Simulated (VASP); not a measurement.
A run of VASP 6.6.1:

File POSCAR:

```
K3OF
1.0
    4.9534749964      0.0000000000      0.0000000000
    0.0000000000      4.9534749964      0.0000000000
    0.0000000000      0.0000000000      4.9534749964
F O K
1 1 3
Direct
    0.0000000000      0.0000000000      0.0000000000
    0.5000000000      0.5000000000      0.5000000000
    0.5000000000      0.5000000000      0.0000000000
    0.5000000000      0.0000000000      0.5000000000
    0.0000000000      0.5000000000      0.5000000000
```

INCAR.step1

```
SYSTEM = K3OF
ALGO = Normal ; EDIFF = 1E-4
ENCUT = 520 ; GGA = PE
ISMEAR = 0 ; LASPH = .TRUE.
LCHARG = .FALSE. ; LREAL = .FALSE.
LWAVE = .TRUE. ; NBANDS = 28
NELM = 60 ; PREC = Accurate
SIGMA = 0.01
```

Contents of INCAR.step2:

```
SYSTEM = K3OF
ALGO = Normal ; EDIFF = 1E-6
ENCUT = 520 ; ISIF = 2
ISMEAR = 0 ; ISTART = 1
LASPH = .TRUE. ; LCHARG = .FALSE.
LMIXTAU = .TRUE. ; LREAL = .FALSE.
LWAVE = .FALSE. ; METAGGA = R2SCAN
NBANDS = 28 ; NELM = 60
PREC = Accurate ; SIGMA = 0.01
```

KPOINTS

```
k-points
0
G
  4 4 4
  0 0 0
```

Potentials or basis: VASP PAW PBE potentials, release 64 (F, O, K_sv).

Command:

```bash
$ cat potpaw_PBE.64/F/POTCAR potpaw_PBE.64/O/POTCAR potpaw_PBE.64/K_sv/POTCAR > POTCAR
$ cp INCAR.step1 INCAR
$ mpirun -np 1 vasp_std > vasp.out
$ cp INCAR.step2 INCAR
$ mpirun -np 1 vasp_std > vasp.out
```

Hardware: 1 thread of Intel(R) Xeon(R) 6975P-C (Granite Rapids), on a shared host.

Question: Estimate the wall time of this run.

Answer: Run time: 89 s on 1 thread of Intel(R) Xeon(R) 6975P-C (Granite Rapids) (shared host), peak memory 0.27 GiB. Counts: k points 10.
